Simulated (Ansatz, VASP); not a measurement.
**Ni in VASP and in Ansatz**

```
Ni
1.0
     0.00000    1.71246    1.71246
     1.71246    0.00000    1.71246
     1.71246    1.71246    0.00000
Ni
1
Direct
  0.00000 0.00000 0.00000
```

Alike in both runs: task single point; functional LDA; k mesh 16 × 16 × 16; occupations methfessel-paxton of order 1, width 0.01 eV; collinear spin.

```csv
,VASP,Ansatz
version,VASP 6.6.1,Ansatz 0.2.0
potentials or method,"VASP PAW LDA potentials, release 64 (Ni), cutoff 520 eV","plane waves (420 eV) with PAW, scalar-relativistic"
valence electrons in the cell,10,18
```

VASP gave:

- pressure (GPa): -0.7
- net moment per atom (μB): 0.57
- size of the moment on the site where the two differ most (μB): 0.57

Q: Estimate Ansatz's values.

A: Pressure (GPa): -0.7; net moment per atom (μB): 0.57; size of the moment on the site where the two differ most (μB): 0.59.

Ansatz warns that its potentials were made for another functional, while VASP's fit it. LDA's correlation is that of Perdew and Zunger in VASP and of Perdew and Wang (1992) in Ansatz. Site moments also hang on the region over which each program counts them. VASP's potentials hold 10 valence electrons a cell and Ansatz's 18, so a difference there can come from the potentials and not from the codes. Ansatz's warnings: stability check not made.
